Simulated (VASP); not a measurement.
# PbO in VASP: settings compared

Aim: see how the results for PbO move with the level of theory and the settings. Levels: PBE, r2SCAN. Tasks: single point.

Program: VASP 6.6.1. These are calculated values, not measurements. Logs are shortened: lines on timing, memory, paths and dates and some standing lists are left out, and cuts for length are marked.

### 1 The cell of the first run

Symmetry: P6_3mc, No. 186, hexagonal system. The conventional cell has a = 4.197 Å, b = 4.197 Å, c = 5.622 Å, α = 90.00°, β = 90.00°, γ = 120.00°. Pb (site symmetry 3m) has 4 O at 2.33 to 2.47 Å within 3.1 Å. O (site symmetry 3m) has 4 Pb at 2.33 to 2.47 Å within 3.1 Å.

### 2 Single point, PBE

Input file INCAR:

```
ALGO = Normal ; EDIFF = 1E-6
ENCUT = 520 ; GGA = PE
ISIF = 2 ; ISMEAR = -1
LASPH = T ; LCHARG = F
LREAL = F ; LWAVE = F
NBANDS = 28 ; NELM = 100
PREC = Accurate ; SIGMA = 0.02
```

Input file KPOINTS:

```
k-points
0
Gamma
  12 12 4
```

Input file POSCAR:

```
PbO
1.0
    4.1968627396      0.0000000000      0.0000000000
   -2.0984313698      3.6345897487      0.0000000000
    0.0000000000      0.0000000000      5.6222892990
Pb O
2 2
Direct
    0.3333333333      0.6666666667     -0.0195315468
    0.6666666667      0.3333333333      0.4804684532
    0.3333333333      0.6666666667      0.3945315468
    0.6666666667      0.3333333333      0.8945315468
```

Potentials or basis: VASP PAW PBE potentials, release 64 (Pb_d, O).

Run with:

```sh
> cat potpaw_PBE.64/Pb_d/POTCAR potpaw_PBE.64/O/POTCAR > POTCAR
> mpirun -np 1 vasp_std > vasp.out
```

OUTCAR:

```text
EDIFF = 1E-6
   ENCUT = 520
   GGA = PE
   ISIF = 2
   ISMEAR = -1
   LASPH = T
   LREAL = F
   NELM = 100
   PREC = Accurate

 ion  position               nearest neighbor table
   1  0.333  0.667  0.980-   3 2.33   4 2.47   4 2.47   4 2.47   2 3.71   2 3.71   2 3.71   2 3.71
                             2 3.71   2 3.71
   2  0.667  0.333  0.480-   4 2.33   3 2.47   3 2.47   3 2.47   1 3.71   1 3.71   1 3.71   1 3.71
                             1 3.71   1 3.71
   3  0.333  0.667  0.395-   1 2.33   2 2.47   2 2.47   2 2.47
   4  0.667  0.333  0.895-   2 2.33   1 2.47   1 2.47   1 2.47

  LATTYP: Found a hexagonal cell.
 ALAT       =     4.1968627396
 C/A-ratio  =     1.3396409766

  Lattice vectors:

 A1 = (   4.1968627396,   0.0000000000,   0.0000000000)
 A2 = (  -2.0984313698,   3.6345897487,   0.0000000000)
 A3 = (   0.0000000000,   0.0000000000,   5.6222892990)

Analysis of symmetry for initial positions (statically):
=====================================================================
 Subroutine PRICEL returns:
 Original cell was already a primitive cell.

 Routine SETGRP: Setting up the symmetry group for a
 hexagonal supercell.

 Subroutine GETGRP returns: Found 12 space group operations
 (whereof  6 operations were pure point group operations)
 out of a pool of 24 trial point group operations.

The static configuration has the point symmetry C_3v.
 The point group associated with its full space group is C_6v.

Analysis of symmetry for dynamics (positions and initial velocities):
=====================================================================
 Subroutine PRICEL returns:
 Original cell was already a primitive cell.

 Routine SETGRP: Setting up the symmetry group for a
 hexagonal supercell.

 Subroutine GETGRP returns: Found 12 space group operations
 (whereof  6 operations were pure point group operations)
 out of a pool of 24 trial point group operations.

The dynamic configuration has the point symmetry C_3v.
 The point group associated with its full space group is C_6v.

 Subroutine INISYM returns: Found 12 space group operations
 (whereof  6 operations are pure point group operations),
 and found     1 'primitive' translations

----------------------------------------------------------------------------------------

                                     Primitive cell

  volume of cell :      85.7617

  direct lattice vectors                    reciprocal lattice vectors
     4.196862740  0.000000000  0.000000000     0.238273220  0.137567108  0.000000000
    -2.098431370  3.634589749  0.000000000     0.000000000  0.275134216  0.000000000
     0.000000000  0.000000000  5.622289299     0.000000000  0.000000000  0.177863491

  length of vectors
     4.196862740  4.196862740  5.622289299     0.275134216  0.275134216  0.177863491

  position of ions in fractional coordinates (direct lattice)
     0.333333333  0.666666667  0.980468453
     0.666666667  0.333333333  0.480468453
     0.333333333  0.666666667  0.394531547
     0.666666667  0.333333333  0.894531547

  ion indices of the primitive-cell ions
   primitive index   ion index
                 1           1
                 2           2
                 3           3
                 4           4

----------------------------------------------------------------------------------------

 KPOINTS: k-points

Automatic generation of k-mesh.
 Grid dimensions read from file:
 generate k-points for:   12   12    4

 Generating k-lattice:

  Cartesian coordinates                     Fractional coordinates (reciprocal lattice)
     0.019856102  0.011463926  0.000000000     0.083333333  0.000000000  0.000000000
     0.000000000  0.022927851  0.000000000     0.000000000  0.083333333  0.000000000
     0.000000000  0.000000000  0.044465873     0.000000000  0.000000000  0.250000000

  Length of vectors
     0.022927851  0.022927851  0.044465873

  Shift w.r.t. Gamma in fractional coordinates (k-lattice)
     0.000000000  0.000000000  0.000000000

 Subroutine IBZKPT returns following result:
 ===========================================

 Found     57 irreducible k-points:

 Following reciprocal coordinates:
            Coordinates               Weight
  0.000000  0.000000  0.000000      1.000000
  0.083333  0.000000  0.000000      6.000000
  0.166667  0.000000  0.000000      6.000000
  0.250000  0.000000  0.000000      6.000000
  0.333333  0.000000  0.000000      6.000000
  0.416667  0.000000  0.000000      6.000000
[... 16 lines left out ...]
  0.250000  0.000000  0.250000     12.000000
  0.333333  0.000000  0.250000     12.000000
 [... further k-points ...]
   k-points           NKPTS =     57   k-points in BZ     NKDIM =     57   number of bands    NBANDS=     28
   number of dos      NEDOS =    301   number of ions     NIONS =      4
   total plane-waves  NPLWV =  43008
   dimension x,y,z NGX =    32 NGY =   32 NGZ =   42
   dimension x,y,z NGXF=    64 NGYF=   64 NGZF=   84
   ions per type =               2   2
   NGX,Y,Z   is equivalent  to a cutoff of  12.68, 12.68, 12.42 a.u.
   NGXF,Y,Z  is equivalent  to a cutoff of  25.35, 25.35, 24.84 a.u.
 SYSTEM =  unknown system
   PREC   = accura    normal or accurate (medium, high low for compatibility)
   ISTART =      0    job   : 0-new  1-cont  2-samecut
   ICHARG =      2    charge: 1-file 2-atom 10-const
   ISPIN  =      1    spin polarized calculation?
   LNONCOLLINEAR =      F non collinear calculations
   LSORBIT =      F    spin-orbit coupling
   LASPH  =      T    aspherical Exc in radial PAW
   ENCUT  =  520.0 eV  38.22 Ry    6.18 a.u.   7.80  7.80 10.45*2*pi/ulx,y,z
   NELM   =    100;   NELMIN=  2; NELMDL= -5     # of ELM steps
   EDIFF  = 0.1E-05   stopping-criterion for ELM
   LREAL  =      F    real-space projection
   EDIFFG = 0.1E-04   stopping-criterion for IOM
   NSW    =      0    number of steps for IOM
   IBRION =     -1    ionic relax: 0-MD 1-quasi-New 2-CG
   NFREE  =      0    steps in history (QN), initial steepest desc. (CG)
   ISIF   =      2    stress and relaxation
   ISYM   =      2    0-nonsym 1-usesym 2-fastsym
   POTIM  = 0.5000    time-step for ionic-motion
   TEBEG  =    0.0;   TEEND  =   0.0 temperature during run
   PSTRESS=    0.0 pullay stress
   NELECT =      40.0000    total number of electrons
   NUPDOWN=      -1.0000    fix difference up-down
   EMIN   =  10.00;   EMAX   =-10.00  energy-range for DOS
   EFERMI =   0.00;   METHOD = LEGACY
   ISMEAR =    -1;   SIGMA  =   0.02  broadening in eV -4-tet -1-fermi 0-gaus
   EFERMI_NEDOS =   21; number of points for ismear=-14 and -15
   IALGO  =     38    algorithm
   IMIX   =      4    mixing-type and parameters
     AMIX     =   0.40;   BMIX     =  1.00
     AMIX_MAG =   1.60;   BMIX_MAG =  1.00
  volume/ion in A,a.u.               =      21.44       144.69
  Fermi-wavevector in a.u.,A,eV,Ry     =   1.269591  2.399178 21.930692  1.611860
  Thomas-Fermi vector in A             =   2.402624
   LORBIT       =      0    0 simple, 1 ext, 2 COOP (PROOUT), +10 PAW based schemes
   GGA     = PE    functional components
[... 5 lines left out ...]
 non-spin polarized calculation
  energy-cutoff  :      520.00
  volume of cell :       85.76
 maximum number of plane-waves:      2360
 NGX is ok and might be reduce to    32
   NGX = 15   NGY = 15   NGZ = 21

 number of electron      39.9999994 magnetization

 Free energy of the ion-electron system (eV)
  ---------------------------------------------------
  ext. energy  EPLUGINS =         0.00000000
  ---------------------------------------------------
  free energy    TOTEN  =       -20.86150342 eV

  energy without entropy =      -20.86150342  energy(sigma->0) =      -20.86150342

 E-fermi :   5.0722     XC(G=0):  -9.4404

 val. band max:        4.6362418382   @ k =   0.3333   0.3333   0.5000
 cond. band min:       6.5148605607   @ k =   0.5000   0.0000   0.5000
 fundamental gap:      1.8786187225
 Fermi energy:         5.0722094856

 k-point     1 :       0.0000    0.0000    0.0000
  band No.  band energies     occupation
      1     -13.1228      2.00000
      2     -12.9310      2.00000
      3     -11.4910      2.00000
      4     -11.4910      2.00000
      5     -11.4577      2.00000
      6     -11.4577      2.00000
[... 20 lines left out ...]
     27      12.4741      0.00000
     28      14.8733      0.00000

 k-point     2 :       0.0833    0.0000    0.0000
  band No.  band energies     occupation
      1     -13.1200      2.00000
      2     -12.9344      2.00000
      3     -11.4910      2.00000
      4     -11.4771      2.00000
      5     -11.4546      2.00000
      6     -11.4546      2.00000
[... 20 lines left out ...]
     27      12.6249      0.00000
     28      15.1735      0.00000

 k-point     3 :       0.1667    0.0000    0.0000
  band No.  band energies     occupation
      1     -13.1120      2.00000
      2     -12.9446      2.00000
      3     -11.4931      2.00000
      4     -11.4688      2.00000
      5     -11.4471      2.00000
      6     -11.4459      2.00000
[... 20 lines left out ...]
     27      13.7213      0.00000
     28      14.7374      0.00000

 k-point     4 :       0.2500    0.0000    0.0000
  band No.  band energies     occupation
      1     -13.1004      2.00000
      2     -12.9609      2.00000
      3     -11.4983      2.00000
      4     -11.4696      2.00000
      5     -11.4352      2.00000
      6     -11.4333      2.00000
[... 578 lines left out ...]
     27      13.4602      0.00000
     28      14.7567      0.00000

 k-point    23 :       0.2500    0.0000    0.2500
  band No.  band energies     occupation
      1     -13.0522      2.00000
      2     -12.9454      2.00000
      3     -11.4930      2.00000
      4     -11.4738      2.00000
      5     -11.4496      2.00000
      6     -11.4413      2.00000
[... 20 lines left out ...]
     27      13.3664      0.00000
     28      15.0331      0.00000

 k-point    24 :       0.3333    0.0000    0.2500
  band No.  band energies     occupation
      1     -13.0425      2.00000
      2     -12.9612      2.00000
      3     -11.4897      2.00000
      4     -11.4740      2.00000
      5     -11.4403      2.00000
      6     -11.4261      2.00000
[... 20 lines left out ...]
     27      12.9737      0.00000
     28      15.2040      0.00000

 [... further k-points ...]

------------------------ aborting loop because EDIFF is reached ----------------------------------------

  FORCE on cell =-STRESS in cart. coord.  units (eV):
  Direction    XX          YY          ZZ          XY          YZ          ZX
  --------------------------------------------------------------------------------------
  -------------------------------------------------------------------------------------
  Total        1.1158691      1.1158691      1.6329386      0.0000000     -0.0000000     -0.0000000
  in kB       20.8463724     20.8463724     30.5061278      0.0000000     -0.0000000     -0.0000000
  external PRESSURE =      24.0662908 kB  Pullay stress =       0.0000000 kB

 VOLUME and BASIS-vectors are now :
 -----------------------------------------------------------------------------
  energy-cutoff  :      520.00
  volume of cell :       85.76
      direct lattice vectors                 reciprocal lattice vectors
     4.196862740  0.000000000  0.000000000     0.238273220  0.137567108  0.000000000
    -2.098431370  3.634589749  0.000000000     0.000000000  0.275134216  0.000000000
     0.000000000  0.000000000  5.622289299     0.000000000  0.000000000  0.177863491

 POSITION                                       TOTAL-FORCE (eV/Angst)
 -----------------------------------------------------------------------------------
     -0.00000      2.42306      5.51248         0.000000      0.000000     -0.108592
      2.09843      1.21153      2.70133        -0.000000      0.000000     -0.108592
     -0.00000      2.42306      2.21817         0.000000      0.000000      0.108592
      2.09843      1.21153      5.02932         0.000000     -0.000000      0.108592
 -----------------------------------------------------------------------------------
    total drift:                               -0.000000      0.000000      0.001176

  FREE ENERGIE OF THE ION-ELECTRON SYSTEM (eV)
  ---------------------------------------------------
  free  energy   TOTEN  =       -20.8615034224 eV

  energy  without entropy=      -20.8615034224  energy(sigma->0) =      -20.86150342
```

It took 50 s on 1 thread of Intel Xeon 6975P-C (Granite Rapids), shared host; peak memory 0.26 GiB.

What came out:

```yaml
Free_energy: -20.8615 eV
Pressure: 2.4 GPa
Largest_force: 0.109 eV/Å
Band_gap_on_the_k_mesh: 1.88 eV, indirect (least direct gap 2.08 eV)
```

Forces on the atoms (eV/Å):
```
Pb   0.000  0.000 -0.109
Pb   0.000  0.000 -0.109
O    0.000  0.000  0.109
O    0.000  0.000  0.109
```

Caveat: spin-orbit coupling is left out, which moves the levels of the heavy elements. A k mesh can miss the band edges.

(Continued in part 2 of 2.)
